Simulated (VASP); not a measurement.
## AlN: relaxation of cell and atoms with LDA

Crystal: AlN.

```xyz
2
Lattice="0.0000 2.1840 2.1840 2.1840 0.0000 2.1840 2.1840 2.1840 0.0000" Properties=species:S:1:pos:R:3 pbc="T T T"
Al    0.0000    0.0000    0.0000
N     1.0920    1.0920    1.0920
```

```
Program                : VASP 6.6.1
Task                   : relaxation of cell and atoms
Functional             : LDA
Potentials or basis    : VASP PAW LDA potentials, release 64 (Al, N)
Cutoff                 : 600 eV
k mesh                 : 10 × 10 × 10
Occupations            : fermi-dirac, width 0.05 eV
Spin                   : no spin polarisation
Dipole correction      : no
Further INCAR settings : ALGO = Normal; EDIFF = 1e-06; IBRION = 2; EDIFFG = -0.01; NSW = 60; ISIF = 3
```

The relaxed volume is 10.26 Å³/atom, the relaxed cell is a = 3.073 Å, b = 3.073 Å, c = 3.073 Å, α = 60.00°, β = 60.00°, γ = 60.00° and the space group after relaxing (to 0.05 Å) is F-43m (No. 216). The energy gained by relaxing is 1.5 meV/atom, the ionic steps are 3 and the pressure after relaxing is 0.0 GPa. The band gap on the k mesh is 3.23 eV, indirect (least direct gap 4.37 eV).

Step by step:
```csv
step,energy change (eV),largest force (eV/Å),pressure (GPa),volume (Å³)
1,0.0000,0.0000,-3.10,20.83
2,-0.0004,0.0000,3.07,20.23
3,-0.0031,0.0000,-0.01,20.52
```

Final structure:
```
Al N
1.0
     0.00000    2.17298    2.17298
     2.17298    0.00000    2.17298
     2.17298    2.17298    0.00000
Al N
1 1
Direct
  0.00000 0.00000 0.00000
  0.25000 0.25000 0.25000
```

Levels at points of the mesh, in eV from the valence-band top:
| k point | band 1 | band 2 | band 3 | band 4 | band 5 | band 6 | band 7 | band 8 |
| --- | --- | --- | --- | --- | --- | --- | --- | --- |
| (0.00, 0.00, 0.00) | -14.91 | 0.00 | 0.00 | 0.00 | 4.37 | 12.48 | 12.48 | 12.48 |
| (0.50, 0.00, 0.00) | -12.75 | -5.97 | -0.49 | -0.49 | 7.41 | 9.87 | 11.06 | 11.06 |
| (0.50, 0.50, 0.00) | -12.07 | -5.00 | -1.81 | -1.81 | 3.23 | 8.50 | 13.96 | 15.68 |

Wall time 19 s on 1 thread of Intel Xeon 6975P-C, with other jobs on the host, peak memory 0.14 GiB.

A k mesh can miss the band edges. As with any semilocal functional, this LDA gap is likely too small.
